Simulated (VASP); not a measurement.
# Yb (Fd-3m) in VASP: single point with PBEsol

Aim: the single point of Yb with PBEsol.

Program: VASP 6.6.1. These are calculated values, not measurements. Logs are shortened: lines on timing, memory, paths and dates and some standing lists are left out, and cuts for length are marked.

**1. The cell of the first run**

The structure is cubic, space group Fd-3m (No. 227). Conventional cell: a = 8.318 Å, b = 8.318 Å, c = 8.318 Å, α = 90.00°, β = 90.00°, γ = 90.00°. Yb (site symmetry -43m) has 4 Yb at 3.60 Å within 4.7 Å.

This isn't the form of Yb at room conditions, which is fcc.

**2. Single point, PBEsol**

The input, INCAR:

```
PREC = Accurate
ENCUT = 520
EDIFF = 1E-6
ISMEAR = -1
SIGMA = 0.13605693000000002
LREAL = F
LASPH = T
NELM = 80
ALGO = Normal
ISIF = 2
LWAVE = F
LCHARG = T
GGA = PS
LELF = T
LVHAR = T
NBANDS = 31
```

The input, KPOINTS:

```
Automatic mesh
0
Gamma
  8 8 8
```

The input, POSCAR:

```
Yb
1.0
    0.0000000000      4.1588960952      4.1588960952
    4.1588960952      0.0000000000      4.1588960952
    4.1588960952      4.1588960952      0.0000000000
Yb
2
Direct
    0.0000000000      0.0000000000      0.0000000000
    0.2500000000      0.2500000000      0.2500000000
```

Potentials or basis: VASP PAW PBE potentials, release 64 (Yb).

Command:

```sh
> cat potpaw_PBE.64/Yb/POTCAR > POTCAR
> mpirun -np 1 vasp_std > vasp.out
```

OUTCAR:

```text
PREC = Accurate
   ENCUT = 520
   EDIFF = 1E-6
   ISMEAR = -1
   LREAL = F
   LASPH = T
   NELM = 80
   ISIF = 2
   GGA = PS

 ion  position               nearest neighbor table
   1  0.000  0.000  0.000-   2 3.60   2 3.60   2 3.60   2 3.60
   2  0.250  0.250  0.250-   1 3.60   1 3.60   1 3.60   1 3.60

  LATTYP: Found a face centered cubic cell.
 ALAT       =     8.3177921904

  Lattice vectors:

 A1 = (   0.0000000000,   4.1588960952,   4.1588960952)
 A2 = (   4.1588960952,   0.0000000000,   4.1588960952)
 A3 = (   4.1588960952,   4.1588960952,   0.0000000000)

Analysis of symmetry for initial positions (statically):
=====================================================================
 Subroutine PRICEL returns:
 Original cell was already a primitive cell.

 Routine SETGRP: Setting up the symmetry group for a
 face centered cubic supercell.

 Subroutine GETGRP returns: Found 48 space group operations
 (whereof 24 operations were pure point group operations)
 out of a pool of 48 trial point group operations.

The static configuration has the point symmetry T_d .
 The point group associated with its full space group is O_h .

Analysis of symmetry for dynamics (positions and initial velocities):
=====================================================================
 Subroutine PRICEL returns:
 Original cell was already a primitive cell.

 Routine SETGRP: Setting up the symmetry group for a
 face centered cubic supercell.

 Subroutine GETGRP returns: Found 48 space group operations
 (whereof 24 operations were pure point group operations)
 out of a pool of 48 trial point group operations.

The dynamic configuration has the point symmetry T_d .
 The point group associated with its full space group is O_h .

 Subroutine INISYM returns: Found 48 space group operations
 (whereof 24 operations are pure point group operations),
 and found     1 'primitive' translations

----------------------------------------------------------------------------------------

                                     Primitive cell

  volume of cell :     143.8680

  direct lattice vectors                    reciprocal lattice vectors
     0.000000000  4.158896095  4.158896095    -0.120224211  0.120224211  0.120224211
     4.158896095  0.000000000  4.158896095     0.120224211 -0.120224211  0.120224211
[... 78 lines left out ...]
   ICHARG =      2    charge: 1-file 2-atom 10-const
   ISPIN  =      1    spin polarized calculation?
   LNONCOLLINEAR =      F non collinear calculations
   LSORBIT =      F    spin-orbit coupling
   LASPH  =      T    aspherical Exc in radial PAW
   ENCUT  =  520.0 eV  38.22 Ry    6.18 a.u.  10.94 10.94 10.94*2*pi/ulx,y,z
   NELM   =     80;   NELMIN=  2; NELMDL= -5     # of ELM steps
   EDIFF  = 0.1E-05   stopping-criterion for ELM
   LREAL  =      F    real-space projection
   EDIFFG = 0.1E-04   stopping-criterion for IOM
   NSW    =      0    number of steps for IOM
   IBRION =     -1    ionic relax: 0-MD 1-quasi-New 2-CG
   NFREE  =      0    steps in history (QN), initial steepest desc. (CG)
   ISIF   =      2    stress and relaxation
   ISYM   =      2    0-nonsym 1-usesym 2-fastsym
   POTIM  = 0.5000    time-step for ionic-motion
   TEBEG  =    0.0;   TEEND  =   0.0 temperature during run
   PSTRESS=    0.0 pullay stress
   NELECT =      48.0000    total number of electrons
   NUPDOWN=      -1.0000    fix difference up-down
   EMIN   =  10.00;   EMAX   =-10.00  energy-range for DOS
   EFERMI =   0.00;   METHOD = LEGACY
   ISMEAR =    -1;   SIGMA  =   0.14  broadening in eV -4-tet -1-fermi 0-gaus
   EFERMI_NEDOS =   21; number of points for ismear=-14 and -15
   IALGO  =     38    algorithm
   IMIX   =      4    mixing-type and parameters
     AMIX     =   0.40;   BMIX     =  1.00
     AMIX_MAG =   1.60;   BMIX_MAG =  1.00
  volume/ion in A,a.u.               =      71.93       485.43
  Fermi-wavevector in a.u.,A,eV,Ry     =   1.135448  2.145685 17.541198  1.289242
  Thomas-Fermi vector in A             =   2.272153
   LORBIT       =      0    0 simple, 1 ext, 2 COOP (PROOUT), +10 PAW based schemes
   GGA     = PS    functional components
   LHFCALC =     F    Hartree Fock is set to
   AEXX    =    0.0000 exact exchange contribution
   IVDW    =     0    specifies the selected vdW correction
   LEPSILON=     F    determine dielectric tensor
   LRPA    =     F    only Hartree local field effects (RPA)
 non-spin polarized calculation
  energy-cutoff  :      520.00
  volume of cell :      143.87
 maximum number of plane-waves:      3895
 NGX is ok and might be reduce to    48
   NGX = 21   NGY = 21   NGZ = 21

 number of electron      47.9999989 magnetization

 Free energy of the ion-electron system (eV)
  ---------------------------------------------------
  ext. energy  EPLUGINS =         0.00000000
  ---------------------------------------------------
  free energy    TOTEN  =        -5.28701365 eV

  energy without entropy =       -4.95465552  energy(sigma->0) =       -5.12083459

 E-fermi :  -0.4649     XC(G=0):  -6.7723

 val. band max:       -0.5170620117   @ k =  -0.2500   0.5000   0.2500
 cond. band min:      -0.4376539730   @ k =   0.3750   0.2500   0.1250
 fundamental gap:      0.0794080386
 Fermi energy:        -0.4649451862

 k-point     1 :       0.0000    0.0000    0.0000
  band No.  band energies     occupation
      1     -52.8730      2.00000
      2     -52.8567      2.00000
      3     -25.3159      2.00000
      4     -25.3159      2.00000
      5     -25.3159      2.00000
      6     -25.1925      2.00000
[... 805 lines left out ...]
     30       1.7878      0.00000
     31       2.1627      0.00000

 [... further k-points ...]

------------------------ aborting loop because EDIFF is reached ----------------------------------------

  FORCE on cell =-STRESS in cart. coord.  units (eV):
  Direction    XX          YY          ZZ          XY          YZ          ZX
  --------------------------------------------------------------------------------------
  -------------------------------------------------------------------------------------
  Total        0.0621719      0.0621719      0.0621719      0.0000000      0.0000000     -0.0000000
  in kB        0.6923738      0.6923738      0.6923738      0.0000000      0.0000000     -0.0000000
  external PRESSURE =       0.6923738 kB  Pullay stress =       0.0000000 kB

 VOLUME and BASIS-vectors are now :
 -----------------------------------------------------------------------------
  energy-cutoff  :      520.00
  volume of cell :      143.87
      direct lattice vectors                 reciprocal lattice vectors
     0.000000000  4.158896095  4.158896095    -0.120224211  0.120224211  0.120224211
     4.158896095  0.000000000  4.158896095     0.120224211 -0.120224211  0.120224211
     4.158896095  4.158896095  0.000000000     0.120224211  0.120224211 -0.120224211

 POSITION                                       TOTAL-FORCE (eV/Angst)
 -----------------------------------------------------------------------------------
      0.00000      0.00000      0.00000         0.000000      0.000000      0.000000
      2.07945      2.07945      2.07945        -0.000000     -0.000000      0.000000
 -----------------------------------------------------------------------------------
    total drift:                               -0.000000     -0.000000     -0.000000

  FREE ENERGIE OF THE ION-ELECTRON SYSTEM (eV)
  ---------------------------------------------------
  free  energy   TOTEN  =        -5.2870136503 eV

  energy  without entropy=       -4.9546555220  energy(sigma->0) =       -5.12083459
```

Wall time 8.5 min (1 thread of Intel Xeon 8259CL, shared host); peak memory 0.38 GiB.

Results:

* Free energy: -5.2870 eV
* Pressure: 0.1 GPa
* Band gap on the k mesh: zero (bands 24 and 25 overlap by 1.14 eV)

Caveat: the PAW data sets were made with another functional, which shifts forces and pressure a little; spin-orbit coupling is left out, which moves the levels of the heavy elements. Spin polarisation is off, so any magnetic state and its effect on volume and gap are missing.
